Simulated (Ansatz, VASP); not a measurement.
TiO: VASP beside Ansatz

```
CELL_PARAMETERS angstrom
4.98909 0.00000 0.00000
-2.49454 4.32068 0.00000
0.00000 0.00000 2.87331
ATOMIC_POSITIONS crystal
Ti 0.66667 0.33333 0.50000
Ti 0.33333 0.66667 0.50000
Ti 0.00000 0.00000 0.00000
O 0.60556 0.60556 0.00000
O 0.39444 0.00000 0.00000
O 0.00000 0.39444 0.00000
```

Alike in both runs: task single point; functional PBEsol; k mesh 12 × 12 × 12; no spin polarisation.

|  | VASP | Ansatz |
| --- | --- | --- |
| version | VASP 6.6.1 | Ansatz 0.2.0 |
| potentials or method | VASP PAW PBE potentials, release 64 (Ti_sv, O), cutoff 520 eV | scalar-relativistic, plane waves, PAW |
| occupations | methfessel-paxton of order 1, width 0.05 eV | cold, width 0.05 eV |
| valence electrons in the cell | 54 | 54 |

Ansatz gave:

- gap on the k mesh at the Fermi level (eV): none
- pressure (GPa): -5.8
- traceless stress, the component that is largest in VASP (GPa): -1.33
- rms of the force components (eV/Å): 0.012

Q: Which values does VASP return?

A: gap on the k mesh at the Fermi level (eV): none; pressure (GPa): -5.0; traceless stress, the component that is largest in VASP (GPa): -1.37; rms of the force components (eV/Å): 0.007.

VASP's potentials were made for PBE, not for PBEsol. Atom by atom the forces differ by 0.005 eV/Å (rms over components). A gap of «none» marks a metal or a gap that the smearing closes.
